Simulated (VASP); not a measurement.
A run of VASP 6.6.1:

The input POSCAR:

```
Si11Ge21
1.0
   11.1626060000      0.0000000000      0.0000000000
    0.0000000000     11.1626060000      0.0000000000
    0.0000000000      0.0000000000     11.1626060000
Ge Si
42 22
Direct
    0.0045360000      0.9994540000      0.9993670000
    0.9997460000      0.9979900000      0.5020530000
    0.0022260000      0.5022130000      0.0021270000
    0.9959670000      0.5005080000      0.5015880000
    0.5000920000      0.0002770000      0.9977630000
    0.4993160000      0.5005030000      0.0003120000
    0.4994810000      0.5004730000      0.4973080000
    0.1250750000      0.1238050000      0.6302520000
    0.1255020000      0.6285290000      0.6251590000
    0.6195650000      0.1228520000      0.6242100000
    0.6226950000      0.6269070000      0.1295780000
    0.6250430000      0.6283140000      0.6247940000
    0.2493930000      0.2450990000      0.9983690000
    0.2516460000      0.2462140000      0.4994120000
    0.7471800000      0.2470730000      0.0018890000
    0.7483640000      0.2528280000      0.5018740000
    0.7462410000      0.7512550000      0.9980030000
    0.3739650000      0.3737860000      0.1258210000
    0.3765720000      0.3731050000      0.6261580000
    0.3741180000      0.8718600000      0.1244920000
    0.3745990000      0.8753210000      0.6254070000
    0.8741830000      0.3756540000      0.1255250000
    0.8744010000      0.8747600000      0.1246700000
    0.8731430000      0.8695860000      0.6249460000
    0.2515380000      0.0022080000      0.2507550000
    0.2510370000      0.5056190000      0.2504510000
    0.2499730000      0.5000090000      0.7502660000
    0.7445470000      0.9977860000      0.2506820000
    0.7467830000      0.9964160000      0.7504630000
    0.7497860000      0.5004000000      0.2548210000
    0.7512980000      0.4979410000      0.7483820000
    0.3743340000      0.6296800000      0.8757370000
    0.8736130000      0.1241740000      0.3755770000
    0.8757570000      0.1249210000      0.8734470000
    0.8770420000      0.6272060000      0.8738440000
    0.0015190000      0.2473800000      0.2475720000
    0.9990030000      0.7461190000      0.2505860000
    0.5018190000      0.2478680000      0.2530360000
    0.1250040000      0.3760390000      0.3749970000
    0.1221360000      0.3721910000      0.8735260000
    0.1275260000      0.8729080000      0.3764850000
    0.6214240000      0.3711140000      0.8725740000
    0.4984440000      0.9969100000      0.4973480000
    0.1267610000      0.1234270000      0.1250040000
    0.1267430000      0.6275960000      0.1241970000
    0.6228920000      0.1230440000      0.1260130000
    0.2460520000      0.7505520000      0.9993850000
    0.2522000000      0.7487650000      0.4996900000
    0.7476780000      0.7499430000      0.4964130000
    0.8758690000      0.3733350000      0.6262200000
    0.2503410000      0.9979610000      0.7534320000
    0.3781480000      0.1220300000      0.3768960000
    0.3739550000      0.1224030000      0.8725220000
    0.3756190000      0.6288440000      0.3765700000
    0.8724410000      0.6263780000      0.3778770000
    0.9969800000      0.2505820000      0.7478600000
    0.0025340000      0.7525010000      0.7513510000
    0.4957470000      0.2454090000      0.7504600000
    0.4979630000      0.7508480000      0.2540170000
    0.5003970000      0.7524990000      0.7507010000
    0.1272050000      0.8738250000      0.8743190000
    0.6249440000      0.3756320000      0.3760080000
    0.6217340000      0.8730420000      0.3767060000
    0.6216270000      0.8737630000      0.8735700000
```

The input INCAR.step1:

```
SYSTEM = Si11Ge21
  ALGO = Normal
  EDIFF = 1E-4
  ENCUT = 520
  GGA = PE
  ISMEAR = -1
  LASPH = .True.
  LCHARG = .False.
  LREAL = Auto
  LWAVE = .True.
  NBANDS = 376
  NELM = 60
  PREC = Accurate
  SIGMA = 0.05
```

The input INCAR.step2:

```
SYSTEM = Si11Ge21
  ALGO = Normal
  EDIFF = 1E-7
  ENCUT = 520
  ISIF = 2
  ISMEAR = -1
  ISTART = 1
  LASPH = .True.
  LCHARG = .False.
  LMIXTAU = .True.
  LREAL = Auto
  LWAVE = .False.
  METAGGA = R2SCAN
  NBANDS = 376
  NELM = 60
  PREC = Accurate
  SIGMA = 0.05
```

File KPOINTS:

```
k-points
0
Gamma
  1 1 1
  0 0 0
```

Potentials or basis: VASP PAW PBE potentials, release 64 (Ge_d, Si).

Launch:

```console
$ cat potpaw_PBE.64/Ge_d/POTCAR potpaw_PBE.64/Si/POTCAR > POTCAR
$ cp INCAR.step1 INCAR
$ mpirun -np 1 vasp_gam > vasp.out
$ cp INCAR.step2 INCAR
$ mpirun -np 1 vasp_gam > vasp.out
```

Hardware: 1 thread of Oxide Virtual Turin-like Processor, with other jobs on the host.

Task: Estimate the wall time of this run.

Result: Run time: 37 min on 1 thread of Oxide Virtual Turin-like Processor (shared host), peak memory 1.3 GiB. Counts: k points 1.
